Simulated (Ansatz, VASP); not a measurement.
**Two plane-wave programs on Se**

Contents of INCAR:

```
SYSTEM = Se
PREC     = Accurate       ! precision mode
ENCUT    = 520            ! plane-wave cutoff, eV
EDIFF    = 1E-7           ! SCF threshold, eV
ISMEAR   = 0              ! smearing method
SIGMA    = 0.03           ! smearing width, eV
LREAL    = .False.        ! projectors in reciprocal space
LASPH    = .True.         ! aspherical terms in the spheres
NELM     = 60             ! most SCF steps
ALGO     = Normal         ! electronic algorithm
ISIF     = 2              ! what is computed and relaxed
LWAVE    = .False.        ! write WAVECAR
LCHARG   = .False.        ! write CHGCAR
GGA      = PS             ! functional
IVDW     = 12             ! dispersion correction
NBANDS   = 16             ! bands
```

File KPOINTS:

```
Automatic mesh
0
Gamma
  12 12 8
  0 0 0
```

Contents of POSCAR:

```
Se
1.0
    4.1155364164      0.0000000000      0.0000000000
   -2.0577682082      3.5641590868      0.0000000000
    0.0000000000      0.0000000000      4.8254664482
Se
3
Direct
    0.2610773134      0.0000000000      0.3333333333
    0.0000000000      0.2610773134      0.6666666667
    0.7389226866      0.7389226866      0.0000000000
```

Input for Ansatz:

```yaml
crystal:
  lattice:
    - [4.1155364164, 0.0, 0.0]
    - [-2.0577682082, 3.5641590868, 0.0]
    - [0.0, 0.0, 4.8254664482]
  atoms:
    - { symbol: Se, position: [0.2610773134, 0.0, 0.3333333333] }
    - { symbol: Se, position: [0.0, 0.2610773134, 0.6666666667] }
    - { symbol: Se, position: [0.7389226866, 0.7389226866, 0.0] }
basis:
  ecutwfc: 420
kpoints:
  mp_grid: { grid: [12, 12, 8] }
hamiltonian:
  xc: pbesol
  dispersion: d3bj
scf:
  occupations: { method: gaussian, width: 0.03 }
output:
  forces: true
  stress: true
  eigenvalues: true
```

Alike in both runs: task single point; functional PBEsol; dispersion D3(BJ); k mesh 12 × 12 × 8; occupations gaussian, width 0.03 eV; no spin polarisation.

```csv
,VASP,Ansatz
version,VASP 6.6.1,Ansatz 0.2.0
potentials or method,"VASP PAW PBE potentials, release 64 (Se), cutoff 520 eV","scalar-relativistic, plane waves, PAW"
valence electrons in the cell,18,48
```

|  | VASP | Ansatz | Ansatz less VASP |
| --- | --- | --- | --- |
| gap on the k mesh at the Fermi level (eV) | 0.04 | 0.04 | +0.001 |
| least direct gap on the mesh (eV) | 1.01 | 1.01 | +0.006 |
| pressure (GPa) | -1.4 | -1.5 | -0.17 |
| traceless stress, the component that is largest in VASP (GPa) | 2.41 | 2.37 | -0.038 |
| rms of the force components (eV/Å) | 0.146 | 0.162 | +0.0161 |

VASP's potentials were made for PBE, not for PBEsol. Atom by atom the forces differ by 0.016 eV/Å (rms over components). VASP's potentials hold 18 valence electrons a cell and Ansatz's 48, so a difference there can come from the potentials and not from the codes.
